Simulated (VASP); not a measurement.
# AlCo (CsCl type) (Pm-3m) in VASP: further runs

AlCo (CsCl type) is run at these levels: PBE; tasks: relaxation of cell and atoms.

Everything below comes from runs of VASP 6.6.1. Logs are shortened: lines on timing, memory, paths and dates and some standing lists are left out, and cuts for length are marked.

## 1. The cell of the first run

It takes space group Pm-3m (No. 221, cubic). The conventional cell has a = 2.515 Å, b = 2.515 Å, c = 2.515 Å, α = 90.00°, β = 90.00°, γ = 90.00°. Co (site symmetry m-3m) has 8 Al at 2.18 Å and 6 Co at 2.52 Å within 2.9 Å. Within 2.9 Å of Al (site symmetry m-3m) lie 8 Co at 2.18 Å and 6 Al at 2.52 Å.

## 2. Relaxation of cell and atoms, PBE, target pressure 150 GPa, at which the enthalpy is minimised

Input file INCAR:

```
PREC = Accurate
ENCUT = 600
EDIFF = 1E-6
ISMEAR = -1
SIGMA = 0.05
LREAL = F
LASPH = T
NELM = 60
ALGO = Normal
ISIF = 3
LWAVE = F
LCHARG = F
GGA = PE
IBRION = 2
NSW = 32
EDIFFG = -0.005
PSTRESS = 1500.0
```

Input file KPOINTS:

```
regular mesh
0
Gamma
  16 16 16
```

Input file POSCAR:

```
AlCo
1.0
    2.5150051328      0.0000000000      0.0000000000
    0.0000000000      2.5150051328      0.0000000000
    0.0000000000      0.0000000000      2.5150051328
Co Al
1 1
Direct
    0.0000000000      0.0000000000      0.0000000000
    0.5000000000      0.5000000000      0.5000000000
```

Potentials or basis: VASP PAW PBE potentials, release 64 (Co, Al).

Launch:

```sh
> cat potpaw_PBE.64/Co/POTCAR potpaw_PBE.64/Al/POTCAR > POTCAR
> mpirun -np 1 vasp_std > vasp.out
```

OUTCAR:

```text
PREC = Accurate
   ENCUT = 600
   EDIFF = 1E-6
   ISMEAR = -1
   LREAL = F
   LASPH = T
   NELM = 60
   ISIF = 3
   GGA = PE
   IBRION = 2
   NSW = 32
   EDIFFG = -0.005
   PSTRESS = 1500.0

 ion  position               nearest neighbor table
   1  0.000  0.000  0.000-   2 2.18   2 2.18   2 2.18   2 2.18   2 2.18   2 2.18   2 2.18   2 2.18

   2  0.500  0.500  0.500-   1 2.18   1 2.18   1 2.18   1 2.18   1 2.18   1 2.18   1 2.18   1 2.18

  LATTYP: Found a simple cubic cell.
 ALAT       =     2.5150051328

  Lattice vectors:

 A1 = (   2.5150051328,   0.0000000000,   0.0000000000)
 A2 = (   0.0000000000,   2.5150051328,   0.0000000000)
 A3 = (   0.0000000000,   0.0000000000,   2.5150051328)

Analysis of symmetry for initial positions (statically):
=====================================================================
 Subroutine PRICEL returns:
 Original cell was already a primitive cell.

 Routine SETGRP: Setting up the symmetry group for a
 simple cubic supercell.

 Subroutine GETGRP returns: Found 48 space group operations
 (whereof 48 operations were pure point group operations)
 out of a pool of 48 trial point group operations.

The static configuration has the point symmetry O_h .

Analysis of symmetry for dynamics (positions and initial velocities):
=====================================================================
 Subroutine PRICEL returns:
 Original cell was already a primitive cell.

 Routine SETGRP: Setting up the symmetry group for a
 simple cubic supercell.

 Subroutine GETGRP returns: Found 48 space group operations
 (whereof 48 operations were pure point group operations)
 out of a pool of 48 trial point group operations.

The dynamic configuration has the point symmetry O_h .

 Subroutine INISYM returns: Found 48 space group operations
 (whereof 48 operations are pure point group operations),
 and found     1 'primitive' translations

----------------------------------------------------------------------------------------

                                     Primitive cell

  volume of cell :      15.9080

  direct lattice vectors                    reciprocal lattice vectors
     2.515005133  0.000000000  0.000000000     0.397613503  0.000000000  0.000000000
     0.000000000  2.515005133  0.000000000     0.000000000  0.397613503  0.000000000
     0.000000000  0.000000000  2.515005133     0.000000000  0.000000000  0.397613503

  length of vectors
     2.515005133  2.515005133  2.515005133     0.397613503  0.397613503  0.397613503

  position of ions in fractional coordinates (direct lattice)
     0.000000000  0.000000000  0.000000000
     0.500000000  0.500000000  0.500000000

  ion indices of the primitive-cell ions
   primitive index   ion index
                 1           1
                 2           2

----------------------------------------------------------------------------------------

 KPOINTS: regular mesh

Automatic generation of k-mesh.
 Grid dimensions read from file:
 generate k-points for:   16   16   16

 Generating k-lattice:

  Cartesian coordinates                     Fractional coordinates (reciprocal lattice)
     0.024850844  0.000000000  0.000000000     0.062500000  0.000000000  0.000000000
     0.000000000  0.024850844  0.000000000     0.000000000  0.062500000  0.000000000
     0.000000000  0.000000000  0.024850844     0.000000000  0.000000000  0.062500000

  Length of vectors
     0.024850844  0.024850844  0.024850844

  Shift w.r.t. Gamma in fractional coordinates (k-lattice)
     0.000000000  0.000000000  0.000000000

 Subroutine IBZKPT returns following result:
 ===========================================

 Found    165 irreducible k-points:

 Following reciprocal coordinates:
            Coordinates               Weight
  0.000000  0.000000  0.000000      1.000000
  0.062500  0.000000  0.000000      6.000000
  0.125000  0.000000  0.000000      6.000000
  0.187500  0.000000  0.000000      6.000000
  0.250000  0.000000  0.000000      6.000000
  0.312500  0.000000  0.000000      6.000000
[... 16 lines left out ...]
  0.437500  0.125000  0.000000     24.000000
  0.500000  0.125000  0.000000     12.000000
 [... further k-points ...]
   k-points           NKPTS =    165   k-points in BZ     NKDIM =    165   number of bands    NBANDS=     10
   number of dos      NEDOS =    301   number of ions     NIONS =      2
   total plane-waves  NPLWV =   8000
   dimension x,y,z NGX =    20 NGY =   20 NGZ =   20
   dimension x,y,z NGXF=    40 NGYF=   40 NGZF=   40
   ions per type =               1   1
   NGX,Y,Z   is equivalent  to a cutoff of  13.22, 13.22, 13.22 a.u.
   NGXF,Y,Z  is equivalent  to a cutoff of  26.44, 26.44, 26.44 a.u.
 SYSTEM =  unknown system
   PREC   = accura    normal or accurate (medium, high low for compatibility)
   ISTART =      0    job   : 0-new  1-cont  2-samecut
   ICHARG =      2    charge: 1-file 2-atom 10-const
   ISPIN  =      1    spin polarized calculation?
   LNONCOLLINEAR =      F non collinear calculations
   LSORBIT =      F    spin-orbit coupling
   LASPH  =      T    aspherical Exc in radial PAW
   ENCUT  =  600.0 eV  44.10 Ry    6.64 a.u.   5.02  5.02  5.02*2*pi/ulx,y,z
   NELM   =     60;   NELMIN=  2; NELMDL= -5     # of ELM steps
   EDIFF  = 0.1E-05   stopping-criterion for ELM
   LREAL  =      F    real-space projection
   EDIFFG = -.5E-02   stopping-criterion for IOM
   NSW    =     32    number of steps for IOM
   IBRION =      2    ionic relax: 0-MD 1-quasi-New 2-CG
   NFREE  =      1    steps in history (QN), initial steepest desc. (CG)
   ISIF   =      3    stress and relaxation
   ISYM   =      2    0-nonsym 1-usesym 2-fastsym
   POTIM  = 0.5000    time-step for ionic-motion
   TEBEG  =    0.0;   TEEND  =   0.0 temperature during run
   PSTRESS= 1500.0 pullay stress
   NELECT =      12.0000    total number of electrons
   NUPDOWN=      -1.0000    fix difference up-down
   EMIN   =  10.00;   EMAX   =-10.00  energy-range for DOS
   EFERMI =   0.00;   METHOD = LEGACY
   ISMEAR =    -1;   SIGMA  =   0.05  broadening in eV -4-tet -1-fermi 0-gaus
   EFERMI_NEDOS =   21; number of points for ismear=-14 and -15
   IALGO  =     38    algorithm
   IMIX   =      4    mixing-type and parameters
     AMIX     =   0.40;   BMIX     =  1.00
     AMIX_MAG =   1.60;   BMIX_MAG =  1.00
  volume/ion in A,a.u.               =       7.95        53.68
  Fermi-wavevector in a.u.,A,eV,Ry     =   1.490263  2.816189 30.216975  2.220885
  Thomas-Fermi vector in A             =   2.603067
   LORBIT       =      0    0 simple, 1 ext, 2 COOP (PROOUT), +10 PAW based schemes
   GGA     = PE    functional components
   LHFCALC =     F    Hartree Fock is set to
   AEXX    =    0.0000 exact exchange contribution
   IVDW    =     0    specifies the selected vdW correction
   LEPSILON=     F    determine dielectric tensor
   LRPA    =     F    only Hartree local field effects (RPA)
 conjugate gradient relaxation of ions
 non-spin polarized calculation
  energy-cutoff  :      600.00
  volume of cell :       15.91
 maximum number of plane-waves:       552
   NGX = 11   NGY = 11   NGZ = 11

--------------------------------------- Ionic step        1  -------------------------------------------

 number of electron      11.9999994 magnetization

 Free energy of the ion-electron system (eV)
  ---------------------------------------------------
  ext. energy  EPLUGINS =         0.00000000
  ---------------------------------------------------
  free energy    TOTEN  =        -9.53590766 eV

  energy without entropy =       -9.53283194  energy(sigma->0) =       -9.53436980

------------------------ aborting loop because EDIFF is reached ----------------------------------------

  FORCE on cell =-STRESS in cart. coord.  units (eV):
  Direction    XX          YY          ZZ          XY          YZ          ZX
  --------------------------------------------------------------------------------------
  -------------------------------------------------------------------------------------
  Total       14.9146558     14.9146558     14.9146558      0.0000000     -0.0000000     -0.0000000
  in kB     1502.1288653   1502.1288653   1502.1288653      0.0000000     -0.0000000     -0.0000000
  external PRESSURE =       2.1288653 kB  Pullay stress =    1500.0000000 kB
[... 61 lines left out ...]
  enthalpy is  TOTEN    =         5.3576577097 eV   P V=       14.9163109964

--------------------------------------- Ionic step        3  -------------------------------------------

 number of electron      11.9999995 magnetization

 Free energy of the ion-electron system (eV)
  ---------------------------------------------------
  ext. energy  EPLUGINS =         0.00000000
  ---------------------------------------------------
  free energy    TOTEN  =        -9.54049023 eV

  energy without entropy =       -9.53741214  energy(sigma->0) =       -9.53895118

 E-fermi :  16.6218     XC(G=0): -14.2268

 val. band max:       16.5853866592   @ k =   0.5000   0.3750   0.0000
 cond. band min:      16.6225820448   @ k =   0.5000   0.4375   0.1875
 fundamental gap:      0.0371953856
 Fermi energy:        16.6217519293

 k-point     1 :       0.0000    0.0000    0.0000
  band No.  band energies     occupation
      1       2.7518      2.00000
      2      11.4086      2.00000
      3      11.4086      2.00000
      4      15.1613      2.00000
      5      15.1613      2.00000
      6      15.1613      2.00000
      7      24.8296      0.00000
      8      24.8296      0.00000
      9      24.8296      0.00000
     10      27.0090      0.00000
[... 287 lines left out ...]
 k-point    24 :       0.5000    0.1250    0.0000
  band No.  band energies     occupation
      1       8.2081      2.00000
      2       8.5930      2.00000
      3      12.5725      2.00000
      4      13.6287      2.00000
      5      13.7909      2.00000
      6      15.1292      2.00000
      7      17.0597      0.00031
      8      24.9623      0.00000
      9      27.3598      0.00000
     10      30.1844      0.00000

 [... further k-points ...]

------------------------ aborting loop because EDIFF is reached ----------------------------------------

  FORCE on cell =-STRESS in cart. coord.  units (eV):
  Direction    XX          YY          ZZ          XY          YZ          ZX
  --------------------------------------------------------------------------------------
  -------------------------------------------------------------------------------------
  Total       14.9049072     14.9049072     14.9049072      0.0000000      0.0000000     -0.0000000
  in kB     1500.6856939   1500.6856939   1500.6856939      0.0000000      0.0000000     -0.0000000
  external PRESSURE =       0.6856939 kB  Pullay stress =    1500.0000000 kB
[... 17 lines left out ...]
  FREE ENERGIE OF THE ION-ELECTRON SYSTEM (eV)
  ---------------------------------------------------
  free  energy   TOTEN  =        -9.5404902318 eV

  energy  without entropy=       -9.5374121354  energy(sigma->0) =       -9.53895118

  enthalpy is  TOTEN    =         5.3576066148 eV   P V=       14.8980968466

 reached required accuracy - stopping structural energy minimisation
```

It took 37 s on 1 thread of Intel Xeon Platinum 8488C (Sapphire Rapids), shared host; peak memory 0.16 GiB.

Results:

```
Free energy                                            : -9.5405 eV
Relaxed volume                                         : 7.96 Å³/atom
Relaxed cell                                           : a = 2.515 Å, b = 2.515 Å, c = 2.515 Å, α = 90.00°, β = 90.00°, γ = 90.00°
Space group after relaxing (to 0.05 Å)                 : Pm-3m (No. 221)
Energy change on relaxing (the enthalpy is what falls) : -2.3 meV/atom
Ionic steps                                            : 3
Pressure after relaxing                                : 150.1 GPa
Band gap on the k mesh                                 : zero (band 6 reaches 19.04 eV, above the bottom of band 7 at 16.23 eV)
```

Step by step:
| step | energy change (eV) | largest force (eV/Å) | pressure (GPa) | volume (Å³) |
| --- | --- | --- | --- | --- |
| 1 | 0.0000 | 0.0000 | 150.21 | 15.91 |
| 2 | -0.0227 | 0.0000 | 149.15 | 15.93 |
| 3 | -0.0046 | 0.0000 | 150.07 | 15.91 |

Final structure:
```yaml
crystal:
  lattice:
    - [2.51526, 0.00000, 0.00000]
    - [0.00000, 2.51526, 0.00000]
    - [0.00000, 0.00000, 2.51526]
  atoms:
    - { symbol: Co, position: [0.00000, 0.00000, 0.00000] }
    - { symbol: Al, position: [0.50000, 0.50000, 0.50000] }
```

Caveat: the cell is relaxed towards a set pressure, so the enthalpy falls and the energy may rise. Spin polarisation is off, so any magnetic state and its effect on volume and gap are missing.

## 3. Relaxation of cell and atoms, PBE, target pressure 150 GPa, at which the enthalpy is minimised

This run uses another cell than the first one, of 8.27 Å³/atom, 1.040 times its volume.

Input file INCAR:

```
SYSTEM = AlCo
PREC = Accurate
ENCUT = 600
EDIFF = 1E-6
ISMEAR = -1
SIGMA = 0.05
LREAL = .FALSE.
LASPH = .TRUE.
NELM = 100
ALGO = Normal
ISIF = 3
LWAVE = .FALSE.
LCHARG = .FALSE.
GGA = PE
IBRION = 2
NSW = 60
EDIFFG = -0.005
PSTRESS = 1500.0
```

Input file KPOINTS:

```
regular mesh
0
G
  16 16 16
  0 0 0
```

Input file POSCAR:

```
AlCo
1.0
    2.5481666671      0.0000000000      0.0000000000
    0.0000000000      2.5481666671      0.0000000000
    0.0000000000      0.0000000000      2.5481666671
Co Al
1 1
Direct
    0.0000000000      0.0000000000      0.0000000000
    0.5000000000      0.5000000000      0.5000000000
```

Potentials or basis: VASP PAW PBE potentials, release 64 (Co, Al).

Launch:

```sh
> cat potpaw_PBE.64/Co/POTCAR potpaw_PBE.64/Al/POTCAR > POTCAR
> mpirun -np 1 vasp_std > vasp.out
```

Wall time 79 s (1 thread of Intel Xeon Platinum 8488C (Sapphire Rapids), shared host); peak memory 0.16 GiB.

The run converged. Its results:

```yaml
Free_energy: -9.5415 eV
Relaxed_volume: 7.96 Å³/atom
Relaxed_cell: a = 2.515 Å, b = 2.515 Å, c = 2.515 Å, α = 90.00°, β = 90.00°, γ = 90.00°
Space_group_after_relaxing_to_0.05_Å: Pm-3m (No. 221)
Energy_change_on_relaxing_the_enthalpy_is_what_falls: +269.3 meV/atom
Ionic_steps: 7
Pressure_after_relaxing: 150.0 GPa
Band_gap_on_the_k_mesh: zero (band 6 reaches 19.04 eV, above the bottom of band 7 at 16.22 eV)
```

The path:
| step | energy change (eV) | largest force (eV/Å) | pressure (GPa) | volume (Å³) |
| --- | --- | --- | --- | --- |
| 1 | 0.0000 | 0.0000 | 123.82 | 16.55 |
| 2 | 3.8043 | 0.0000 | 303.57 | 13.51 |
| 3 | 0.4962 | 0.0000 | 147.93 | 15.96 |
| 4 | 0.5337 | 0.0000 | 149.82 | 15.92 |
| 5 | 0.5453 | 0.0000 | 150.35 | 15.91 |
| 6 | 0.5142 | 0.0000 | 148.81 | 15.94 |
| 7 | 0.5387 | 0.0000 | 150.05 | 15.91 |

Final structure:
```
CELL_PARAMETERS angstrom
2.51530 0.00000 0.00000
0.00000 2.51530 0.00000
0.00000 0.00000 2.51530
ATOMIC_POSITIONS crystal
Co 0.00000 0.00000 0.00000
Al 0.50000 0.50000 0.50000
```

Levels at points of the mesh, in eV from the Fermi level:
| k point | band 2 | band 3 | band 4 | band 5 | band 6 | band 7 | band 8 | band 9 | band 10 |
| --- | --- | --- | --- | --- | --- | --- | --- | --- | --- |
| (0.00, 0.00, 0.00) | -5.21 | -5.21 | -1.46 | -1.46 | -1.46 | 8.21 | 8.21 | 8.21 | 10.39 |
| (0.50, 0.00, 0.00) | -8.14 | -4.17 | -2.86 | -2.86 | -1.26 | 0.46 | 8.57 | 12.87 | 12.87 |
| (0.50, 0.50, 0.00) | -4.96 | -3.44 | -3.44 | -2.66 | -2.66 | -0.40 | 3.81 | 6.03 | 17.68 |
| (0.50, 0.50, 0.50) | -6.13 | -6.13 | -0.33 | -0.33 | 2.42 | 2.42 | 2.42 | 7.74 | 7.74 |

Caveat: the cell is relaxed towards a set pressure, so the enthalpy falls and the energy may rise. Spin polarisation is off, so any magnetic state and its effect on volume and gap are missing.
